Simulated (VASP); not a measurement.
Here is a VASP 6.6.1 calculation.

INCAR

```
PREC     = Accurate       # precision mode
ENCUT    = 520            # plane-wave cutoff, eV
EDIFF    = 1E-7           # SCF threshold, eV
ISMEAR   = -1             # smearing method
SIGMA    = 0.05           # smearing width, eV
LREAL    = F              # projectors in reciprocal space
LASPH    = T              # aspherical terms in the spheres
NELM     = 80             # most SCF steps
ALGO     = Normal         # electronic algorithm
ISIF     = 2              # what is computed and relaxed
LWAVE    = F              # write WAVECAR
LCHARG   = F              # write CHGCAR
GGA      = PE             # functional
NBANDS   = 11             # bands
```

File KPOINTS:

```
Automatic mesh
0
Gamma
  15 15 15
```

Contents of POSCAR:

```
BP
1.0
    0.0000000000      2.2988586873      2.2988586873
    2.2988586873      0.0000000000      2.2988586873
    2.2988586873      2.2988586873      0.0000000000
B P
1 1
Direct
    0.0000000000      0.0000000000      0.0000000000
    0.7500000000      0.7500000000      0.7500000000
```

Potentials or basis: VASP PAW PBE potentials, release 64 (B, P).

The run is started by

```console
$ cat potpaw_PBE.64/B/POTCAR potpaw_PBE.64/P/POTCAR > POTCAR
$ mpirun -np 1 vasp_std > vasp.out
```

Q: What does it give for the band gap on the k mesh?

A: 1.29 eV, indirect (least direct gap 3.35 eV).

Q: What does it give for the pressure?

A: -5.1 GPa.

 A k mesh can miss the band edges.
